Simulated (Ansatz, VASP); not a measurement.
**One calculation of Au, two programs**

```
CELL_PARAMETERS angstrom
0.00000 2.02383 2.02383
2.02383 0.00000 2.02383
2.02383 2.02383 0.00000
ATOMIC_POSITIONS crystal
Au 0.00000 0.00000 0.00000
```

Alike in both runs: task relaxation of cell and atoms; functional LDA; k mesh 18 × 18 × 18; occupations fermi-dirac, width 0.15 eV; no spin polarisation.

```csv
,VASP,Ansatz
version,VASP 6.6.1,Ansatz 0.2.0
potentials or method,"VASP PAW LDA potentials, release 64 (Au), cutoff 600 eV","scalar-relativistic, plane waves, PAW"
valence electrons in the cell,11,19
```

Ansatz gave:

- gap on the k mesh at the Fermi level, each at its own relaxed structure (eV): none
- relaxed volume (Å³/atom): 16.58
- relaxed cell length with the largest relative difference (Å): 2.862

Problem. What did VASP give for the same quantities?

Solution. gap on the k mesh at the Fermi level, each at its own relaxed structure (eV): none; relaxed volume (Å³/atom): 16.63; relaxed cell length with the largest relative difference (Å): 2.865.

Ansatz warns that its potentials were made for another functional, while VASP's fit it. LDA's correlation is that of Perdew and Zunger in VASP and of Perdew and Wang (1992) in Ansatz. A gap of «none» marks a metal or a gap that the smearing closes. VASP's potentials hold 11 valence electrons a cell and Ansatz's 19, so a difference there can come from the potentials and not from the codes.

Neither program's run includes spin-orbit coupling.
